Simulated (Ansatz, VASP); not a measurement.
# AlNi in VASP and in Ansatz

```
Ni Al
1.0
     2.83236    0.00000    0.00000
     0.00000    2.83236    0.00000
     0.00000    0.00000    2.83236
Ni Al
1 1
Direct
  0.00000 0.00000 0.00000
  0.50000 0.50000 0.50000
```

Alike in both runs: functional LDA; k mesh 14 × 14 × 14; occupations gaussian, width 0.1 eV; no spin polarisation.

Ansatz relaxed the structure, and its values are those at the end. VASP's run is a single point on that final structure, the one shown.

|  | VASP | Ansatz |
| --- | --- | --- |
| version | VASP 6.6.1 | Ansatz 0.2.0 |
| potentials or method | VASP PAW LDA potentials, release 64 (Ni, Al), cutoff 600 eV | scalar-relativistic, plane waves, PAW |
| valence electrons in the cell | 13 | 21 |

```tsv
	VASP	Ansatz	Ansatz less VASP
gap on the k mesh at the Fermi level (eV)	none	none	-
pressure (GPa)	0.4	0.0	-0.40
```

Ansatz warns that its potentials were made for another functional, while VASP's fit it. LDA's correlation is that of Perdew and Zunger in VASP and of Perdew and Wang (1992) in Ansatz. A gap of «none» marks a metal or a gap that the smearing closes. VASP's potentials hold 13 valence electrons a cell and Ansatz's 21, so a difference there can come from the potentials and not from the codes.
